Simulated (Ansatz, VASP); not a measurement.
Two plane-wave programs on TaF3

```
CELL_PARAMETERS angstrom
4.01824 0.00000 0.00000
0.00000 4.01824 0.00000
0.00000 0.00000 3.84268
ATOMIC_POSITIONS crystal
Ta 0.00000 0.00000 0.00000
F 0.50000 0.00000 0.00000
F 0.00000 0.50000 0.00000
F 0.00000 0.00000 0.50000
```

Change from the starting cell: strain +0.030 along x and y, -0.015 along z, atoms carried along.

Alike in both runs: task single point; functional PBE; k mesh 12 × 12 × 12; occupations gaussian, width 0.15 eV; no spin polarisation.

|  | VASP | Ansatz |
| --- | --- | --- |
| version | VASP 6.6.1 | Ansatz 0.2.0 |
| potentials or method | VASP PAW PBE potentials, release 64 (Ta_pv, F), cutoff 520 eV | scalar-relativistic, plane waves, PAW |
| valence electrons in the cell | 32 | 34 |

```tsv
	VASP	Ansatz	Ansatz less VASP
gap on the k mesh at the Fermi level (eV)	none	none	-
pressure (GPa)	18.1	17.7	-0.33
traceless stress, the component that is largest in VASP (GPa)	12.21	11.98	-0.232
```

A gap of «none» marks a metal or a gap that the smearing closes. VASP's potentials hold 32 valence electrons a cell and Ansatz's 34, so a difference there can come from the potentials and not from the codes.

Neither program's run includes spin-orbit coupling.
